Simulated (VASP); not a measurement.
# Nd2AlO (Fd-3m) in VASP: single point with PBE

Aim: the single point of Nd2AlO with PBE.

Program: VASP 6.6.1. These are calculated values, not measurements. Logs are shortened: lines on timing, memory, paths and dates and some standing lists are left out, and cuts for length are marked.

## Step 1: The cell of the first run

The structure is cubic, space group Fd-3m (No. 227). The conventional cell has a = 10.352 Å, b = 10.352 Å, c = 10.352 Å, α = 90.00°, β = 90.00°, γ = 90.00°. Nd (site symmetry -3m) has 2 O at 2.24 Å within 3.0 Å. Al (site symmetry -43m) has 12 Nd at 4.29 Å and 4 Al at 4.48 Å and 10 O at 4.48 to 5.18 Å within 5.6 Å. Within 3.0 Å of O (site symmetry -43m) lie 4 Nd at 2.24 Å.

## Step 2: Single point, PBE

The input, POSCAR:

```
Nd2AlO
1.0
    0.0000000000      5.1758948435      5.1758948435
    5.1758948435      0.0000000000      5.1758948435
    5.1758948435      5.1758948435      0.0000000000
Nd Al O
4 2 2
Direct
    0.6250000000      0.6250000000      0.6250000000
    0.6250000000      0.6250000000      0.1250000000
    0.6250000000      0.1250000000      0.6250000000
    0.1250000000      0.6250000000      0.6250000000
    0.2500000000      0.2500000000      0.2500000000
    0.0000000000      0.0000000000      0.0000000000
    0.7500000000      0.7500000000      0.7500000000
    0.5000000000      0.5000000000      0.5000000000
```

The input, INCAR.step1:

```
SYSTEM = Nd2AlO
PREC = Accurate
ENCUT = 520
EDIFF = 1E-6
ISMEAR = 0
SIGMA = 0.1
LREAL = .False.
LASPH = .True.
NELM = 200
ALGO = Normal
ISIF = 2
LWAVE = .False.
LCHARG = .True.
LMAXMIX = 6
GGA = PE
NBANDS = 41
GGA_COMPAT = .False.
NEDOS = 2001
LORBIT = 11
```

The input, KPOINTS.step1:

```
regular mesh
0
Gamma
  6 6 6
  0 0 0
```

The input, INCAR.step2:

```
SYSTEM = Nd2AlO
PREC = Accurate
ENCUT = 520
EDIFF = 1E-6
ISMEAR = -5
SIGMA = 0.1
LREAL = .False.
LASPH = .True.
NELM = 200
ALGO = Normal
ISIF = 2
LWAVE = .False.
LCHARG = .False.
LMAXMIX = 6
GGA = PE
LORBIT = 11
NBANDS = 41
NEDOS = 1001
ICHARG = 11
GGA_COMPAT = .False.
```

The input, KPOINTS.step2:

```
regular mesh
0
Gamma
  9 9 9
  0 0 0
```

Potentials or basis: VASP PAW PBE potentials, release 64 (Nd_3, Al, O), 4f in core.

Run with:

```sh
$ cat potpaw_PBE.64/Nd_3/POTCAR potpaw_PBE.64/Al/POTCAR potpaw_PBE.64/O/POTCAR > POTCAR
$ cp INCAR.step1 INCAR
$ cp KPOINTS.step1 KPOINTS
$ mpirun -np 1 vasp_std > vasp.out
$ cp INCAR.step2 INCAR
$ cp KPOINTS.step2 KPOINTS
$ mpirun -np 1 vasp_std > vasp.out
```

OUTCAR:

```text
SYSTEM = Nd2AlO
   PREC = Accurate
   ENCUT = 520
   EDIFF = 1E-6
   ISMEAR = -5
   LREAL = .False.
   LASPH = .True.
   NELM = 200
   ISIF = 2
   GGA = PE
   LORBIT = 11
   ICHARG = 11

 ion  position               nearest neighbor table
   1  0.625  0.625  0.625-   7 2.24   8 2.24   4 3.66   2 3.66   3 3.66   2 3.66   3 3.66   4 3.66

   2  0.625  0.625  0.125-   7 2.24   8 2.24   1 3.66   1 3.66   3 3.66   4 3.66   3 3.66   4 3.66

   3  0.625  0.125  0.625-   7 2.24   8 2.24   1 3.66   2 3.66   1 3.66   2 3.66   4 3.66   4 3.66

   4  0.125  0.625  0.625-   7 2.24   8 2.24   1 3.66   2 3.66   3 3.66   1 3.66   2 3.66   3 3.66

   5  0.250  0.250  0.250-
   6  0.000  0.000  0.000-
   7  0.750  0.750  0.750-   1 2.24   2 2.24   3 2.24   4 2.24
   8  0.500  0.500  0.500-   1 2.24   2 2.24   3 2.24   4 2.24

  LATTYP: Found a face centered cubic cell.
 ALAT       =    10.3517896870

  Lattice vectors:

 A1 = (   0.0000000000,   5.1758948435,   5.1758948435)
 A2 = (   5.1758948435,   0.0000000000,   5.1758948435)
 A3 = (   5.1758948435,   5.1758948435,   0.0000000000)

Analysis of symmetry for initial positions (statically):
=====================================================================
 Subroutine PRICEL returns:
 Original cell was already a primitive cell.

 Routine SETGRP: Setting up the symmetry group for a
 face centered cubic supercell.

 Subroutine GETGRP returns: Found 48 space group operations
 (whereof 24 operations were pure point group operations)
 out of a pool of 48 trial point group operations.

The static configuration has the point symmetry T_d .
 The point group associated with its full space group is O_h .

Analysis of symmetry for dynamics (positions and initial velocities):
=====================================================================
 Subroutine PRICEL returns:
 Original cell was already a primitive cell.

 Routine SETGRP: Setting up the symmetry group for a
 face centered cubic supercell.

 Subroutine GETGRP returns: Found 48 space group operations
 (whereof 24 operations were pure point group operations)
 out of a pool of 48 trial point group operations.

The dynamic configuration has the point symmetry T_d .
 The point group associated with its full space group is O_h .

 Subroutine INISYM returns: Found 48 space group operations
 (whereof 24 operations are pure point group operations),
 and found     1 'primitive' translations

----------------------------------------------------------------------------------------

                                     Primitive cell

  volume of cell :     277.3233

  direct lattice vectors                    reciprocal lattice vectors
     0.000000000  5.175894844  5.175894844    -0.096601653  0.096601653  0.096601653
     5.175894844  0.000000000  5.175894844     0.096601653 -0.096601653  0.096601653
     5.175894844  5.175894844  0.000000000     0.096601653  0.096601653 -0.096601653

  length of vectors
     7.319820685  7.319820685  7.319820685     0.167318972  0.167318972  0.167318972

  position of ions in fractional coordinates (direct lattice)
     0.625000000  0.625000000  0.625000000
     0.625000000  0.625000000  0.125000000
     0.625000000  0.125000000  0.625000000
     0.125000000  0.625000000  0.625000000
     0.250000000  0.250000000  0.250000000
     0.000000000  0.000000000  0.000000000
     0.750000000  0.750000000  0.750000000
     0.500000000  0.500000000  0.500000000

  ion indices of the primitive-cell ions
   primitive index   ion index
                 1           1
                 2           2
                 3           3
                 4           4
                 5           5
                 6           6
                 7           7
                 8           8

----------------------------------------------------------------------------------------

 KPOINTS: regular mesh

Automatic generation of k-mesh.
 Grid dimensions read from file:
 generate k-points for:    9    9    9

 Generating k-lattice:

  Cartesian coordinates                     Fractional coordinates (reciprocal lattice)
    -0.010733517  0.010733517  0.010733517     0.111111111  0.000000000  0.000000000
     0.010733517 -0.010733517  0.010733517     0.000000000  0.111111111  0.000000000
     0.010733517  0.010733517 -0.010733517     0.000000000  0.000000000  0.111111111

  Length of vectors
     0.018590997  0.018590997  0.018590997

  Shift w.r.t. Gamma in fractional coordinates (k-lattice)
     0.000000000  0.000000000  0.000000000

 TETIRR: Found    115 inequivalent tetrahedra from     4374

 Subroutine IBZKPT returns following result:
 ===========================================

 Found     35 irreducible k-points:

 Following reciprocal coordinates:
            Coordinates               Weight
  0.000000  0.000000  0.000000      1.000000
  0.111111  0.000000  0.000000      8.000000
  0.222222  0.000000  0.000000      8.000000
  0.333333  0.000000  0.000000      8.000000
  0.444444  0.000000  0.000000      8.000000
  0.111111  0.111111  0.000000      6.000000
[... 16 lines left out ...]
 -0.333333  0.333333  0.000000     12.000000
  0.444444  0.444444  0.000000      6.000000
 [... further k-points ...]
   k-points           NKPTS =     35   k-points in BZ     NKDIM =     35   number of bands    NBANDS=     41
   number of dos      NEDOS =   1001   number of ions     NIONS =      8
   total plane-waves  NPLWV = 157464
   dimension x,y,z NGX =    54 NGY =   54 NGZ =   54
   dimension x,y,z NGXF=   108 NGYF=  108 NGZF=  108
   ions per type =               4   2   2
   NGX,Y,Z   is equivalent  to a cutoff of  12.26, 12.26, 12.26 a.u.
   NGXF,Y,Z  is equivalent  to a cutoff of  24.53, 24.53, 24.53 a.u.
 SYSTEM =  Nd2AlO
   PREC   = accura    normal or accurate (medium, high low for compatibility)
   ISTART =      0    job   : 0-new  1-cont  2-samecut
   ICHARG =     11    charge: 1-file 2-atom 10-const
   ISPIN  =      1    spin polarized calculation?
   LNONCOLLINEAR =      F non collinear calculations
   LSORBIT =      F    spin-orbit coupling
   LASPH  =      T    aspherical Exc in radial PAW
   ENCUT  =  520.0 eV  38.22 Ry    6.18 a.u.  13.61 13.61 13.61*2*pi/ulx,y,z
   NELM   =    200;   NELMIN=  2; NELMDL=  0     # of ELM steps
   EDIFF  = 0.1E-05   stopping-criterion for ELM
   LREAL  =      F    real-space projection
   EDIFFG = 0.1E-04   stopping-criterion for IOM
   NSW    =      0    number of steps for IOM
   IBRION =     -1    ionic relax: 0-MD 1-quasi-New 2-CG
   NFREE  =      0    steps in history (QN), initial steepest desc. (CG)
   ISIF   =      2    stress and relaxation
   ISYM   =      2    0-nonsym 1-usesym 2-fastsym
   POTIM  = 0.5000    time-step for ionic-motion
   TEBEG  =    0.0;   TEEND  =   0.0 temperature during run
   PSTRESS=    0.0 pullay stress
   NELECT =      62.0000    total number of electrons
   NUPDOWN=      -1.0000    fix difference up-down
   EMIN   =  10.00;   EMAX   =-10.00  energy-range for DOS
   EFERMI =   0.00;   METHOD = LEGACY
   ISMEAR =    -5;   SIGMA  =   0.10  broadening in eV -4-tet -1-fermi 0-gaus
   EFERMI_NEDOS =   21; number of points for ismear=-14 and -15
   IALGO  =     38    algorithm
   IMIX   =      4    mixing-type and parameters
     AMIX     =   0.40;   BMIX     =  1.00
     AMIX_MAG =   1.60;   BMIX_MAG =  1.00
  volume/ion in A,a.u.               =      34.67       233.93
  Fermi-wavevector in a.u.,A,eV,Ry     =   0.993596  1.877625 13.432128  0.987234
  Thomas-Fermi vector in A             =   2.125489
   LORBIT       =     11    0 simple, 1 ext, 2 COOP (PROOUT), +10 PAW based schemes
   GGA     = PE    functional components
   LHFCALC =     F    Hartree Fock is set to
   AEXX    =    0.0000 exact exchange contribution
   IVDW    =     0    specifies the selected vdW correction
   LEPSILON=     F    determine dielectric tensor
   LRPA    =     F    only Hartree local field effects (RPA)
 non-spin polarized calculation
 Fermi weights with tetrahedron method with Bloechl corrections
  energy-cutoff  :      520.00
  volume of cell :      277.32
 maximum number of plane-waves:      7511

 number of electron      62.0000006 magnetization

 Free energy of the ion-electron system (eV)
  ---------------------------------------------------
  ext. energy  EPLUGINS =         0.00000000
  ---------------------------------------------------
  free energy    TOTEN  =       -41.71395842 eV

  energy without entropy =      -41.71395842  energy(sigma->0) =      -41.71395842

 E-fermi :   2.1475     XC(G=0):  -8.2485

 val. band max:        2.1500925613   @ k =  -0.2222   0.1111   0.0000
 cond. band min:       2.1063028521   @ k =   0.4444   0.0000   0.0000
 fundamental gap:     -0.0437897091
 Fermi energy:         2.1474735247

 k-point     1 :       0.0000    0.0000    0.0000
  band No.  band energies     occupation
      1     -36.6583      2.00000
      2     -36.5366      2.00000
      3     -36.5366      2.00000
      4     -36.5366      2.00000
      5     -21.1418      2.00000
      6     -18.1234      2.00000
[... 33 lines left out ...]
     40       4.9324      0.00000
     41       5.0038      0.00000

 k-point     2 :       0.1111    0.0000    0.0000
  band No.  band energies     occupation
      1     -36.6557      2.00000
      2     -36.5394      2.00000
      3     -36.5366      2.00000
      4     -36.5366      2.00000
      5     -21.1085      2.00000
      6     -18.5308      2.00000
[... 962 lines left out ...]
      1     -36.6087      2.00000
      2     -36.5875      2.00000
      3     -36.5367      2.00000
      4     -36.5367      2.00000
      5     -20.4420      2.00000
      6     -20.0673      2.00000
[... 33 lines left out ...]
     40       3.9967      0.00000
     41       4.2612      0.00000

 [... further k-points ...]

------------------------ aborting loop because EDIFF is reached ----------------------------------------

  FORCE on cell =-STRESS in cart. coord.  units (eV):
  Direction    XX          YY          ZZ          XY          YZ          ZX
  --------------------------------------------------------------------------------------
  -------------------------------------------------------------------------------------
  Total        0.1442710      0.1442710      0.1442710      0.0000000      0.0000000      0.0000000
  in kB        0.8334956      0.8334956      0.8334956      0.0000000      0.0000000      0.0000000
  external PRESSURE =       0.8334956 kB  Pullay stress =       0.0000000 kB

 VOLUME and BASIS-vectors are now :
 -----------------------------------------------------------------------------
  energy-cutoff  :      520.00
  volume of cell :      277.32
      direct lattice vectors                 reciprocal lattice vectors
     0.000000000  5.175894844  5.175894844    -0.096601653  0.096601653  0.096601653
     5.175894844  0.000000000  5.175894844     0.096601653 -0.096601653  0.096601653
     5.175894844  5.175894844  0.000000000     0.096601653  0.096601653 -0.096601653

 POSITION                                       TOTAL-FORCE (eV/Angst)
 -----------------------------------------------------------------------------------
      6.46987      6.46987      6.46987         0.000000      0.000000      0.000000
      3.88192      3.88192      6.46987         0.000000      0.000000      0.000000
      3.88192      6.46987      3.88192         0.000000      0.000000      0.000000
      6.46987      3.88192      3.88192         0.000000      0.000000      0.000000
      2.58795      2.58795      2.58795         0.000000      0.000000      0.000000
      0.00000      0.00000      0.00000        -0.000000     -0.000000     -0.000000
      7.76384      7.76384      7.76384         0.000000     -0.000000      0.000000
      5.17589      5.17589      5.17589        -0.000000      0.000000     -0.000000
 -----------------------------------------------------------------------------------
    total drift:                               -0.000000     -0.000000      0.000000

  FREE ENERGIE OF THE ION-ELECTRON SYSTEM (eV)
  ---------------------------------------------------
  free  energy   TOTEN  =       -41.7139584206 eV

  energy  without entropy=      -41.7139584206  energy(sigma->0) =      -41.71395842

 total charge

# of ion       s       p       d       tot
------------------------------------------
    1        2.109   5.848   0.867   8.824
    2        2.109   5.848   0.867   8.824
    3        2.109   5.848   0.867   8.824
    4        2.109   5.848   0.867   8.824
    5        0.506   0.183   0.000   0.689
    6        0.506   0.183   0.000   0.689
    7        1.582   3.523   0.000   5.105
    8        1.582   3.523   0.000   5.105
--------------------------------------------------
tot         12.611  30.805   3.468  46.883
```

It took 5.2 min on 1 thread of Intel Xeon 6975P-C (Granite Rapids), shared host; peak memory 0.57 GiB.

What came out:

```
Valence electrons inside the program's atomic spheres : Nd 8.82; Al 0.69; O 5.11
```

Caveat: spin-orbit coupling is left out, which moves the levels of the heavy elements; the 4f electrons are frozen in the core, so they carry no moment and show no levels; the run has no spin polarisation, though such a crystal can be magnetic; tetrahedron occupations give inexact forces and stress in metals.
